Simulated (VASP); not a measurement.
Here is a VASP 6.6.1 calculation.

INCAR

```
SYSTEM = C
PREC = Accurate
ENCUT = 520
EDIFF = 1E-7
ISMEAR = 0
SIGMA = 0.05
LREAL = .FALSE.
LASPH = .TRUE.
NELM = 100
ALGO = Normal
ISIF = 2
LWAVE = .FALSE.
LCHARG = .FALSE.
GGA = PS
IVDW = 12
NBANDS = 11
```

KPOINTS

```
regular mesh
0
G
  15 15 15
  0 0 0
```

File POSCAR:

```
C
1.0
    1.2496570437      0.7214898306      3.3384014311
   -1.2496570437      0.7214898306      3.3384014311
    0.0000000000     -1.4429796611      3.3384014311
C
2
Direct
    0.1584476895      0.1747193539      0.1665835217
    0.8415523105      0.8252806461      0.8334164783
```

Potentials or basis: VASP PAW PBE potentials, release 64 (C).

Run with:

```bash
$ cat potpaw_PBE.64/C/POTCAR > POTCAR
$ mpirun -np 1 vasp_std > vasp.out
```

Problem. Estimate the largest force.

Solution. 1.992 eV/Å.

Problem. Estimate the dispersion energy per atom.

Solution. -0.110 eV.

Forces on the atoms (eV/Å):
```
C    1.989 -0.095  0.004
C   -1.989  0.095 -0.004
```

Caveat: the cell differs from its parent crystal (atoms displaced along a vibrational mode, the cell strained); the cell stands under tension; the PAW data sets were made with another functional, which shifts forces and pressure a little.
